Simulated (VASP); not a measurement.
# TiO2 (I4_1/amd) in VASP: further runs

The runs below take TiO2 through single point, with PBEsol.

Everything below comes from runs of VASP 6.6.1. Logs are shortened: lines on timing, memory, paths and dates and some standing lists are left out, and cuts for length are marked.

## (1) The cell of the first run

It takes space group I4_1/amd (No. 141, tetragonal). The conventional cell has a = 3.626 Å, b = 3.626 Å, c = 9.118 Å, α = 90.00°, β = 90.00°, γ = 90.00°. Ti (site symmetry -4m2) has 6 O at 1.85 to 1.90 Å within 2.5 Å. Within 2.5 Å of O (site symmetry 2mm) lie 3 Ti at 1.85 to 1.90 Å and 2 O at 2.36 Å.

## (2) Single point, PBEsol

The input, INCAR:

```
SYSTEM = TiO2
PREC = Accurate
ENCUT = 520
EDIFF = 1E-7
ISMEAR = 0
SIGMA = 0.01
LREAL = .FALSE.
LASPH = .TRUE.
NELM = 60
ALGO = Normal
ISIF = 2
LWAVE = .FALSE.
LCHARG = .FALSE.
GGA = PS
NBANDS = 33
```

The input, KPOINTS:

```
Automatic mesh
0
G
  8 8 8
  0 0 0
```

The input, POSCAR:

```
TiO2
1.0
   -1.8131691023      1.8131691023      4.5588443372
    1.8131691023     -1.8131691023      4.5588443372
    1.8131691023      1.8131691023     -4.5588443372
Ti O
2 4
Direct
    0.0000000000      0.0000000000      0.0000000000
    0.7500000000      0.2500000000      0.5000000000
    0.2081000000      0.2081000000      0.0000000000
    0.9581000000      0.4581000000      0.5000000000
    0.5419000000      0.0419000000      0.5000000000
    0.7919000000      0.7919000000      0.0000000000
```

Potentials or basis: VASP PAW PBE potentials, release 64 (Ti_sv, O).

Started as:

```console
$ cat potpaw_PBE.64/Ti_sv/POTCAR potpaw_PBE.64/O/POTCAR > POTCAR
$ mpirun -np 1 vasp_std > vasp.out
```

OUTCAR:

```text
SYSTEM = TiO2
   PREC = Accurate
   ENCUT = 520
   EDIFF = 1E-7
   ISMEAR = 0
   LREAL = .FALSE.
   LASPH = .TRUE.
   NELM = 60
   ISIF = 2
   GGA = PS

 ion  position               nearest neighbor table
   1  0.000  0.000  0.000-   5 1.85   4 1.85   5 1.85   4 1.85   3 1.90   6 1.90   2 2.91   2 2.91
                             2 2.91   2 2.91
   2  0.750  0.250  0.500-   6 1.85   3 1.85   6 1.85   3 1.85   4 1.90   5 1.90   1 2.91   1 2.91
                             1 2.91   1 2.91
   3  0.208  0.208  0.000-   2 1.85   2 1.85   1 1.90
   4  0.958  0.458  0.500-   1 1.85   1 1.85   2 1.90
   5  0.542  0.042  0.500-   1 1.85   1 1.85   2 1.90
   6  0.792  0.792  0.000-   2 1.85   2 1.85   1 1.90

  LATTYP: Found a body centered tetragonal cell.
 ALAT       =     3.6263382046
 C/A-ratio  =     2.5142962846

  Lattice vectors:

 A1 = (  -1.8131691023,   1.8131691023,   4.5588443372)
 A2 = (   1.8131691023,  -1.8131691023,   4.5588443372)
 A3 = (   1.8131691023,   1.8131691023,  -4.5588443372)

Analysis of symmetry for initial positions (statically):
=====================================================================
 Subroutine PRICEL returns:
 Original cell was already a primitive cell.

 Routine SETGRP: Setting up the symmetry group for a
 body centered tetragonal supercell.

 Subroutine GETGRP returns: Found 16 space group operations
 (whereof  8 operations were pure point group operations)
 out of a pool of 16 trial point group operations.

The static configuration has the point symmetry D_2d.
 The point group associated with its full space group is D_4h.

Analysis of symmetry for dynamics (positions and initial velocities):
=====================================================================
 Subroutine PRICEL returns:
 Original cell was already a primitive cell.

 Routine SETGRP: Setting up the symmetry group for a
 body centered tetragonal supercell.

 Subroutine GETGRP returns: Found 16 space group operations
 (whereof  8 operations were pure point group operations)
 out of a pool of 16 trial point group operations.

The dynamic configuration has the point symmetry D_2d.
 The point group associated with its full space group is D_4h.

 Subroutine INISYM returns: Found 16 space group operations
 (whereof  8 operations are pure point group operations),
 and found     1 'primitive' translations

----------------------------------------------------------------------------------------

                                     Primitive cell

  volume of cell :      59.9503

  direct lattice vectors                    reciprocal lattice vectors
    -1.813169102  1.813169102  4.558844337     0.000000000  0.275760269  0.109676919
     1.813169102 -1.813169102  4.558844337     0.275760269  0.000000000  0.109676919
     1.813169102  1.813169102 -4.558844337     0.275760269  0.275760269  0.000000000

  length of vectors
     5.230509160  5.230509160  5.230509160     0.296770539  0.296770539  0.389983913

  position of ions in fractional coordinates (direct lattice)
     0.000000000  0.000000000  0.000000000
     0.750000000  0.250000000  0.500000000
     0.208100000  0.208100000  0.000000000
     0.958100000  0.458100000  0.500000000
     0.541900000  0.041900000  0.500000000
     0.791900000  0.791900000  0.000000000

  ion indices of the primitive-cell ions
   primitive index   ion index
                 1           1
                 2           2
                 3           3
                 4           4
                 5           5
                 6           6

----------------------------------------------------------------------------------------

 KPOINTS: Automatic mesh

Automatic generation of k-mesh.
 Grid dimensions read from file:
 generate k-points for:    8    8    8

 Generating k-lattice:

  Cartesian coordinates                     Fractional coordinates (reciprocal lattice)
     0.000000000  0.034470034  0.013709615     0.125000000 -0.000000000  0.000000000
     0.034470034  0.000000000  0.013709615    -0.000000000  0.125000000  0.000000000
     0.034470034  0.034470034  0.000000000     0.000000000  0.000000000  0.125000000

  Length of vectors
     0.037096317  0.037096317  0.048747989

  Shift w.r.t. Gamma in fractional coordinates (k-lattice)
     0.000000000  0.000000000  0.000000000

 Subroutine IBZKPT returns following result:
 ===========================================

 Found     59 irreducible k-points:

 Following reciprocal coordinates:
            Coordinates               Weight
  0.000000  0.000000  0.000000      1.000000
  0.125000  0.000000  0.000000      8.000000
  0.250000  0.000000  0.000000      8.000000
  0.375000  0.000000 -0.000000      8.000000
  0.500000  0.000000  0.000000      4.000000
  0.125000  0.125000  0.000000      8.000000
[... 16 lines left out ...]
  0.250000  0.125000  0.125000     16.000000
  0.375000  0.125000  0.125000      8.000000
 [... further k-points ...]
   k-points           NKPTS =     59   k-points in BZ     NKDIM =     59   number of bands    NBANDS=     33
   number of dos      NEDOS =    301   number of ions     NIONS =      6
   total plane-waves  NPLWV =  64000
   dimension x,y,z NGX =    40 NGY =   40 NGZ =   40
   dimension x,y,z NGXF=    80 NGYF=   80 NGZF=   80
   ions per type =               2   4
   NGX,Y,Z   is equivalent  to a cutoff of  12.71, 12.71, 12.71 a.u.
   NGXF,Y,Z  is equivalent  to a cutoff of  25.43, 25.43, 25.43 a.u.
 SYSTEM =  TiO2
   PREC   = accura    normal or accurate (medium, high low for compatibility)
   ISTART =      0    job   : 0-new  1-cont  2-samecut
   ICHARG =      2    charge: 1-file 2-atom 10-const
   ISPIN  =      1    spin polarized calculation?
   LNONCOLLINEAR =      F non collinear calculations
   LSORBIT =      F    spin-orbit coupling
   LASPH  =      T    aspherical Exc in radial PAW
   ENCUT  =  520.0 eV  38.22 Ry    6.18 a.u.   9.73  9.73  9.73*2*pi/ulx,y,z
   NELM   =     60;   NELMIN=  2; NELMDL= -5     # of ELM steps
   EDIFF  = 0.1E-06   stopping-criterion for ELM
   LREAL  =      F    real-space projection
   EDIFFG = 0.1E-05   stopping-criterion for IOM
   NSW    =      0    number of steps for IOM
   IBRION =     -1    ionic relax: 0-MD 1-quasi-New 2-CG
   NFREE  =      0    steps in history (QN), initial steepest desc. (CG)
   ISIF   =      2    stress and relaxation
   ISYM   =      2    0-nonsym 1-usesym 2-fastsym
   POTIM  = 0.5000    time-step for ionic-motion
   TEBEG  =    0.0;   TEEND  =   0.0 temperature during run
   PSTRESS=    0.0 pullay stress
   NELECT =      48.0000    total number of electrons
   NUPDOWN=      -1.0000    fix difference up-down
   EMIN   =  10.00;   EMAX   =-10.00  energy-range for DOS
   EFERMI =   0.00;   METHOD = LEGACY
   ISMEAR =     0;   SIGMA  =   0.01  broadening in eV -4-tet -1-fermi 0-gaus
   EFERMI_NEDOS =   21; number of points for ismear=-14 and -15
   IALGO  =     38    algorithm
   IMIX   =      4    mixing-type and parameters
     AMIX     =   0.40;   BMIX     =  1.00
     AMIX_MAG =   1.60;   BMIX_MAG =  1.00
  volume/ion in A,a.u.               =       9.99        67.43
  Fermi-wavevector in a.u.,A,eV,Ry     =   1.520168  2.872700 31.441830  2.310909
  Thomas-Fermi vector in A             =   2.629055
   LORBIT       =      0    0 simple, 1 ext, 2 COOP (PROOUT), +10 PAW based schemes
   GGA     = PS    functional components
   LHFCALC =     F    Hartree Fock is set to
   AEXX    =    0.0000 exact exchange contribution
   IVDW    =     0    specifies the selected vdW correction
   LEPSILON=     F    determine dielectric tensor
   LRPA    =     F    only Hartree local field effects (RPA)
 non-spin polarized calculation
 Gauss-broadening in eV      SIGMA  =   0.01
  energy-cutoff  :      520.00
  volume of cell :       59.95
 maximum number of plane-waves:      1641
   NGX = 19   NGY = 19   NGZ = 19

 number of electron      48.0000000 magnetization

 Free energy of the ion-electron system (eV)
  ---------------------------------------------------
  ext. energy  EPLUGINS =         0.00000000
  ---------------------------------------------------
  free energy    TOTEN  =       -55.38514880 eV

  energy without entropy =      -55.38514880  energy(sigma->0) =      -55.38514880

 E-fermi :   4.5913     XC(G=0): -11.6961

 val. band max:        4.4715818001   @ k =   0.5000   0.5000   0.5000
 cond. band min:       6.8125250377   @ k =   0.0000   0.0000   0.0000
 fundamental gap:      2.3409432376
 Fermi energy:         4.5913111203

 k-point     1 :       0.0000    0.0000    0.0000
  band No.  band energies     occupation
      1     -51.1143      2.00000
      2     -51.0006      2.00000
      3     -27.9512      2.00000
      4     -27.5512      2.00000
      5     -27.5512      2.00000
      6     -27.4311      2.00000
[... 25 lines left out ...]
     32      11.0097      0.00000
     33      11.3570      0.00000

 k-point     2 :       0.1250    0.0000    0.0000
  band No.  band energies     occupation
      1     -51.1104      2.00000
      2     -51.0031      2.00000
      3     -27.9445      2.00000
      4     -27.5868      2.00000
      5     -27.5537      2.00000
      6     -27.4458      2.00000
[... 25 lines left out ...]
     32      11.1488      0.00000
     33      11.4984      0.00000
[... 754 lines left out ...]
     32      12.4651      0.00000
     33      12.9940      0.00000

 k-point    24 :       0.3750    0.1250    0.1250
  band No.  band energies     occupation
      1     -51.0705      2.00000
      2     -51.0304      2.00000
      3     -27.9085      2.00000
      4     -27.8166      2.00000
      5     -27.6328      2.00000
      6     -27.5651      2.00000
[... 25 lines left out ...]
     32      12.4122      0.00000
     33      13.0693      0.00000

 [... further k-points ...]

------------------------ aborting loop because EDIFF is reached ----------------------------------------

  FORCE on cell =-STRESS in cart. coord.  units (eV):
  Direction    XX          YY          ZZ          XY          YZ          ZX
  --------------------------------------------------------------------------------------
  -------------------------------------------------------------------------------------
  Total       13.1579365     13.1579365     14.4147722      0.0000000      0.0000000      0.0000000
  in kB      351.6470622    351.6470622    385.2361124      0.0000000      0.0000000      0.0000000
  external PRESSURE =     362.8434123 kB  Pullay stress =       0.0000000 kB

 VOLUME and BASIS-vectors are now :
 -----------------------------------------------------------------------------
  energy-cutoff  :      520.00
  volume of cell :       59.95
      direct lattice vectors                 reciprocal lattice vectors
    -1.813169102  1.813169102  4.558844337     0.000000000  0.275760269  0.109676919
     1.813169102 -1.813169102  4.558844337     0.275760269  0.000000000  0.109676919
     1.813169102  1.813169102 -4.558844337     0.275760269  0.275760269  0.000000000

 POSITION                                       TOTAL-FORCE (eV/Angst)
 -----------------------------------------------------------------------------------
      0.00000      0.00000      0.00000        -0.000000     -0.000000      0.000000
     -0.00000      1.81317      2.27942        -0.000000     -0.000000      0.000000
      0.00000      0.00000      1.89739        -0.000000      0.000000      0.917760
      0.00000      1.81317      4.17681         0.000000     -0.000000      0.917760
      0.00000      1.81317      0.38203         0.000000     -0.000000     -0.917760
      0.00000      0.00000      7.22030        -0.000000      0.000000     -0.917760
 -----------------------------------------------------------------------------------
    total drift:                                0.000000      0.000000     -0.000000

  FREE ENERGIE OF THE ION-ELECTRON SYSTEM (eV)
  ---------------------------------------------------
  free  energy   TOTEN  =       -55.3851487990 eV

  energy  without entropy=      -55.3851487990  energy(sigma->0) =      -55.38514880
```

Run time: 7.2 min. Hardware: 1 thread of Intel Xeon 8259CL, shared host; peak memory 0.26 GiB.

Results:

```yaml
Free_energy: -55.3851 eV
Pressure: 36.3 GPa
Largest_force: 0.918 eV/Å
Band_gap_on_the_k_mesh: 2.34 eV (least direct gap 2.63 eV)
```

Forces on the atoms (eV/Å):
```
Ti   0.000  0.000  0.000
Ti   0.000  0.000  0.000
O    0.000  0.000  0.918
O    0.000  0.000  0.918
O    0.000  0.000 -0.918
O    0.000  0.000 -0.918
```

Caveat: the cell stands under pressure; the PAW data sets were made with another functional, which shifts forces and pressure a little.

[end of part 1 of 3]
